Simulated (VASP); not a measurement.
# Ag (a cell with a defect) in VASP: single point with LDA

Aim: the single point of Ag (a cell with a defect) with LDA.

Program: VASP 6.6.1. These are calculated values, not measurements. Logs are shortened: lines on timing, memory, paths and dates and some standing lists are left out, and cuts for length are marked.

### Step 1. The cell of the first run

The cell holds a defect, 15 atoms: a = 5.929 Å, b = 5.929 Å, c = 9.693 Å, α = 90.00°, β = 90.00°, γ = 120.00°.

### Step 2. Single point, LDA

The input, INCAR:

```
PREC     = Accurate       # precision mode
ENCUT    = 520            # plane-wave cutoff, eV
EDIFF    = 1E-6           # SCF threshold, eV
ISMEAR   = 1              # smearing method
SIGMA    = 0.15           # smearing width, eV
LREAL    = Auto         
LASPH    = True           # aspherical terms in the spheres
NELM     = 60             # most SCF steps
ALGO     = Normal         # electronic algorithm
ISIF     = 2              # what is computed and relaxed
LWAVE    = False          # write WAVECAR
LCHARG   = False          # write CHGCAR
NBANDS   = 96             # bands
```

The input, KPOINTS:

```
regular mesh
0
Gamma
  3 3 2
```

The input, POSCAR:

```
Ag
1.0
    5.9290315600      0.0000000000      0.0000000000
   -2.9645157800      5.1346829800      0.0000000000
    0.0000000000      0.0000000000      9.6928536200
Ag
15
Direct
    0.1698742357      0.3350498963      0.1247456165
    0.3349038802      0.1697621846      0.3818844424
    0.1629358131      0.3315460773      0.6246393722
    0.3350700815      0.1698274272      0.8675094384
    0.3349141128      0.6655222948      0.3816921358
    0.1667282086      0.8332999363      0.6246302933
    0.3350066594      0.6652685304      0.8675734030
    0.6659209709      0.3350228255      0.1245244226
    0.8334024729      0.1670527671      0.3739838795
    0.6686797159      0.3320812612      0.6246446338
    0.8335161629      0.1668578184      0.8752837227
    0.6656775290      0.8309552930      0.1245407232
    0.8302055985      0.6652965749      0.3814845602
    0.6686464618      0.8377303948      0.6245192837
    0.8305978359      0.6656165557      0.8673882150
```

Potentials or basis: VASP PAW LDA potentials, release 64 (Ag).

Run with:

```console
cat potpaw_LDA.64/Ag/POTCAR > POTCAR
mpirun -np 1 vasp_std > vasp.out
```

OUTCAR:

```text
PREC = Accurate
   ENCUT = 520
   EDIFF = 1E-6
   ISMEAR = 1
   LREAL = Auto
   LASPH = True
   NELM = 60
   ISIF = 2

 ion  position               nearest neighbor table
   1  0.170  0.335  0.125-  12 2.94   8 2.94   9 2.97  11 2.97   8 2.99  12 2.99   5 3.01   7 3.01
                             2 3.01   4 3.02
   2  0.335  0.170  0.382-   3 2.91  10 2.91   6 2.92  13 2.94   5 2.94   9 2.96   9 2.97   5 2.99
                            13 2.99   1 3.01   8 3.02
   3  0.163  0.332  0.625-   2 2.91   4 2.91   7 2.91   5 2.91  14 2.93  10 2.93  11 2.96   9 2.96
                             6 2.96   6 2.97  10 3.00  14 3.00
   4  0.335  0.170  0.868-  10 2.91   3 2.91   6 2.92   7 2.94  15 2.94  11 2.97  11 2.97  15 2.99
                             7 2.99   8 3.02   1 3.02
   5  0.335  0.666  0.382-  14 2.91   3 2.91   6 2.92  13 2.94   2 2.94   9 2.97   9 2.97   2 2.99
                            13 2.99   1 3.01  12 3.02
   6  0.167  0.833  0.625-  15 2.92   5 2.92   2 2.92   7 2.92   4 2.92  13 2.92  10 2.96  14 2.96
                             3 2.96   3 2.97  14 2.97  10 2.97
   7  0.335  0.665  0.868-   3 2.91  14 2.91   6 2.92  15 2.94   4 2.94  11 2.97  11 2.97   4 2.99
                            15 2.99  12 3.01   1 3.01
   8  0.666  0.335  0.125-  12 2.94   1 2.94  11 2.97   9 2.97   1 2.99  12 2.99  13 3.01   4 3.02
                            15 3.02   2 3.02
   9  0.833  0.167  0.374-  14 2.96   3 2.96  10 2.96  13 2.96   2 2.96   5 2.97   5 2.97  13 2.97
                             2 2.97   8 2.97   1 2.97  12 2.97
  10  0.669  0.332  0.625-  15 2.91   2 2.91   4 2.91  13 2.91  14 2.93   3 2.93   9 2.96  11 2.96
                             6 2.96   6 2.97   3 3.00  14 3.00
  11  0.834  0.167  0.875-   3 2.96  14 2.96  10 2.96  15 2.96   4 2.97   7 2.97   7 2.97   4 2.97
                            15 2.97   8 2.97  12 2.97   1 2.97
  12  0.666  0.831  0.125-   1 2.94   8 2.94  11 2.97   9 2.97   8 2.99   1 2.99  13 3.01   7 3.01
                            15 3.01   5 3.02
  13  0.830  0.665  0.381-  10 2.91  14 2.91   6 2.92   5 2.94   2 2.94   9 2.96   9 2.97   2 2.99
                             5 2.99  12 3.01   8 3.01
  14  0.669  0.838  0.625-   5 2.91  15 2.91   7 2.91  13 2.91   3 2.93  10 2.93   9 2.96  11 2.96
                             6 2.96   6 2.97  10 3.00   3 3.00
  15  0.831  0.666  0.867-  10 2.91  14 2.91   6 2.92   7 2.94   4 2.94  11 2.96  11 2.97   4 2.99
                             7 2.99  12 3.01   8 3.02

  LATTYP: Found a hexagonal cell.
 ALAT       =     5.9290315600
 C/A-ratio  =     1.6348122829

  Lattice vectors:

 A1 = (   5.9290315600,   0.0000000000,   0.0000000000)
 A2 = (  -2.9645157800,   5.1346829800,   0.0000000000)
 A3 = (   0.0000000000,   0.0000000000,   9.6928536200)

Analysis of symmetry for initial positions (statically):
=====================================================================
 Subroutine PRICEL returns:
 Original cell was already a primitive cell.

 Routine SETGRP: Setting up the symmetry group for a
 hexagonal supercell.

 Subroutine GETGRP returns: Found  1 space group operations
 (whereof  1 operations were pure point group operations)
 out of a pool of 24 trial point group operations.

The static configuration has the point symmetry C_1 .

Analysis of symmetry for dynamics (positions and initial velocities):
=====================================================================
 Subroutine PRICEL returns:
 Original cell was already a primitive cell.

 Routine SETGRP: Setting up the symmetry group for a
 hexagonal supercell.

 Subroutine GETGRP returns: Found  1 space group operations
 (whereof  1 operations were pure point group operations)
 out of a pool of 24 trial point group operations.

The dynamic configuration has the point symmetry C_1 .

 Subroutine INISYM returns: Found  1 space group operations
 (whereof  1 operations are pure point group operations),
 and found     1 'primitive' translations

----------------------------------------------------------------------------------------

                                     Primitive cell

  volume of cell :     295.0863

  direct lattice vectors                    reciprocal lattice vectors
     5.929031560  0.000000000  0.000000000     0.168661609  0.097376995  0.000000000
[... 60 lines left out ...]
     0.000000000  0.000000000  0.000000000

 Subroutine IBZKPT returns following result:
 ===========================================

 Found     10 irreducible k-points:

 Following reciprocal coordinates:
            Coordinates               Weight
  0.000000  0.000000  0.000000      1.000000
  0.333333 -0.000000  0.000000      2.000000
  0.000000  0.333333  0.000000      2.000000
 -0.333333  0.333333  0.000000      2.000000
  0.333333  0.333333  0.000000      2.000000
  0.000000  0.000000  0.500000      1.000000
  0.333333 -0.000000  0.500000      2.000000
  0.000000  0.333333  0.500000      2.000000
 -0.333333  0.333333  0.500000      2.000000
  0.333333  0.333333  0.500000      2.000000
   k-points           NKPTS =     10   k-points in BZ     NKDIM =     10   number of bands    NBANDS=     96
   number of dos      NEDOS =    301   number of ions     NIONS =     15
   total plane-waves  NPLWV = 165888
   dimension x,y,z NGX =    48 NGY =   48 NGZ =   72
   dimension x,y,z NGXF=    96 NGYF=   96 NGZF=  144
   ions per type =              15
   NGX,Y,Z   is equivalent  to a cutoff of  13.46, 13.46, 12.35 a.u.
   NGXF,Y,Z  is equivalent  to a cutoff of  26.92, 26.92, 24.70 a.u.
 SYSTEM =  unknown system
   PREC   = accura    normal or accurate (medium, high low for compatibility)
   ISTART =      0    job   : 0-new  1-cont  2-samecut
   ICHARG =      2    charge: 1-file 2-atom 10-const
   ISPIN  =      1    spin polarized calculation?
   LNONCOLLINEAR =      F non collinear calculations
   LSORBIT =      F    spin-orbit coupling
   LASPH  =      T    aspherical Exc in radial PAW
   ENCUT  =  520.0 eV  38.22 Ry    6.18 a.u.  11.02 11.02 18.02*2*pi/ulx,y,z
   NELM   =     60;   NELMIN=  2; NELMDL= -5     # of ELM steps
   EDIFF  = 0.1E-05   stopping-criterion for ELM
   LREAL  =      T    real-space projection
   EDIFFG = 0.1E-04   stopping-criterion for IOM
   NSW    =      0    number of steps for IOM
   IBRION =     -1    ionic relax: 0-MD 1-quasi-New 2-CG
   NFREE  =      0    steps in history (QN), initial steepest desc. (CG)
   ISIF   =      2    stress and relaxation
   ISYM   =      2    0-nonsym 1-usesym 2-fastsym
   POTIM  = 0.5000    time-step for ionic-motion
   TEBEG  =    0.0;   TEEND  =   0.0 temperature during run
   PSTRESS=    0.0 pullay stress
   NELECT =     165.0000    total number of electrons
   NUPDOWN=      -1.0000    fix difference up-down
   EMIN   =  10.00;   EMAX   =-10.00  energy-range for DOS
   EFERMI =   0.00;   METHOD = LEGACY
   ISMEAR =     1;   SIGMA  =   0.15  broadening in eV -4-tet -1-fermi 0-gaus
   EFERMI_NEDOS =   21; number of points for ismear=-14 and -15
   IALGO  =     38    algorithm
   IMIX   =      4    mixing-type and parameters
     AMIX     =   0.40;   BMIX     =  1.00
     AMIX_MAG =   1.60;   BMIX_MAG =  1.00
  volume/ion in A,a.u.               =      19.67       132.76
  Fermi-wavevector in a.u.,A,eV,Ry     =   1.348714  2.548699 24.749390  1.819029
  Thomas-Fermi vector in A             =   2.476360
   LORBIT       =      0    0 simple, 1 ext, 2 COOP (PROOUT), +10 PAW based schemes
   GGA     = CA    functional components
   LHFCALC =     F    Hartree Fock is set to
   AEXX    =    0.0000 exact exchange contribution
   IVDW    =     0    specifies the selected vdW correction
   LEPSILON=     F    determine dielectric tensor
   LRPA    =     F    only Hartree local field effects (RPA)
 non-spin polarized calculation
 Methfessel and Paxton  Order N= 1 SIGMA  =   0.15
  energy-cutoff  :      520.00
  volume of cell :      295.09
 maximum number of plane-waves:      7962
 NGX is ok and might be reduce to    48
   NGX = 23   NGY = 23   NGZ = 37

 number of electron     164.9999958 magnetization

 Free energy of the ion-electron system (eV)
  ---------------------------------------------------
  ext. energy  EPLUGINS =         0.00000000
  ---------------------------------------------------
  free energy    TOTEN  =       -53.30729019 eV

  energy without entropy =      -53.31804494  energy(sigma->0) =      -53.31087510

 E-fermi :   6.3525     XC(G=0): -11.6798

 val. band max:        6.3514389486   @ k =   0.0000   0.0000   0.0000
 cond. band min:       6.4145249982   @ k =   0.3333  -0.0000   0.5000
 fundamental gap:      0.0630860495
 Fermi energy:         6.3524922644

 k-point     1 :       0.0000    0.0000    0.0000
  band No.  band energies     occupation
      1      -0.7295      2.00000
      2       0.4272      2.00000
      3       0.4528      2.00000
      4       0.4808      2.00000
      5       0.5508      2.00000
      6       0.5510      2.00000
[... 959 lines left out ...]
     93      10.3815      0.00000
     94      13.1417      0.00000
 [bands above 94 left out]

------------------------ aborting loop because EDIFF is reached ----------------------------------------

  FORCE on cell =-STRESS in cart. coord.  units (eV):
  Direction    XX          YY          ZZ          XY          YZ          ZX
  --------------------------------------------------------------------------------------
  -------------------------------------------------------------------------------------
  Total      -21.5785978    -21.5707311    -22.8535819     -0.0007396      0.0006916     -0.0041967
  in kB     -117.1614534   -117.1187414   -124.0840068     -0.0040159      0.0037552     -0.0227863
  external PRESSURE =    -119.4547339 kB  Pullay stress =       0.0000000 kB

 VOLUME and BASIS-vectors are now :
 -----------------------------------------------------------------------------
  energy-cutoff  :      520.00
  volume of cell :      295.09
      direct lattice vectors                 reciprocal lattice vectors
     5.929031560  0.000000000  0.000000000     0.168661609  0.097376995  0.000000000
    -2.964515780  5.134682980  0.000000000     0.000000000  0.194753990  0.000000000
     0.000000000  0.000000000  9.692853620     0.000000000  0.000000000  0.103168792

 POSITION                                       TOTAL-FORCE (eV/Angst)
 -----------------------------------------------------------------------------------
      0.01393      1.72037      1.20914        -0.008898     -0.005617     -0.002331
      1.48239      0.87167      3.70155        -0.001335     -0.005240     -0.006935
     -0.01682      1.70238      6.05454         0.003471      0.004303      0.000401
      1.48319      0.87201      8.40864        -0.000372     -0.004697      0.005777
      0.01276      3.41725      3.69969        -0.004879      0.001006     -0.003482
     -1.48179      4.27873      6.05445        -0.002631      0.003299     -0.002207
      0.01407      3.41594      8.40926        -0.005011      0.003576      0.004155
      2.95509      1.72024      1.20700         0.006499     -0.005209      0.000180
      4.44604      0.85776      3.62497         0.003235     -0.002498     -0.008864
      2.98016      1.70513      6.05459        -0.001745     -0.000671     -0.002946
      4.44729      0.85676      8.48400        -0.001019      0.000742      0.008180
      1.48344      4.26669      1.20715        -0.000448      0.010826      0.000453
      2.95003      3.41609      3.69767         0.006062      0.005509      0.000823
      1.48096      4.30148      6.05337         0.002312     -0.007093     -0.000855
      2.95141      3.41773      8.40747         0.004759      0.001763      0.007651
 -----------------------------------------------------------------------------------
    total drift:                               -0.004228     -0.005004      0.012771

  FREE ENERGIE OF THE ION-ELECTRON SYSTEM (eV)
  ---------------------------------------------------
  free  energy   TOTEN  =       -53.3072901861 eV

  energy  without entropy=      -53.3180449405  energy(sigma->0) =      -53.31087510
```

Run time: 10 min. Hardware: 1 thread of Oxide Virtual Turin-like, shared host; peak memory 0.38 GiB.

Results:

```
Free energy            : -53.3073 eV
Pressure               : -11.9 GPa
Largest force          : 0.011 eV/Å
Band gap on the k mesh : zero (an odd number of electrons rules out a gap without spin polarisation)
```

Forces on the atoms (eV/Å):
```
Ag  -0.009 -0.006 -0.002
Ag  -0.001 -0.005 -0.007
Ag   0.003  0.004  0.000
Ag   0.000 -0.005  0.006
Ag  -0.005  0.001 -0.003
Ag  -0.003  0.003 -0.002
Ag  -0.005  0.004  0.004
Ag   0.006 -0.005  0.000
Ag   0.003 -0.002 -0.009
Ag  -0.002 -0.001 -0.003
Ag  -0.001  0.001  0.008
Ag   0.000  0.011  0.000
Ag   0.006  0.006  0.001
Ag   0.002 -0.007 -0.001
Ag   0.005  0.002  0.008
```

Stress tensor (GPa, compression positive):
```
-11.72   0.00   0.00
  0.00 -11.71   0.00
  0.00   0.00 -12.41
```

Levels at points of the mesh, in eV from the Fermi level:
```csv
k point,band 79,band 80,band 81,band 82,band 83,band 84,band 85,band 86,band 87,band 88
"(0.00, 0.00, 0.00)",0.00,0.16,0.23,0.23,0.81,0.81,0.90,1.24,1.24,1.25
"(0.00, 0.00, 0.50)",-1.96,0.25,0.25,0.26,0.43,0.60,0.60,1.33,1.33,1.48
```

Caveat: the k points lie up to 0.41 Å⁻¹ apart, too coarse for converged energies and pressures of a metal.

The gap in the log of VASP goes by the Fermi energy; the results here count the filled bands.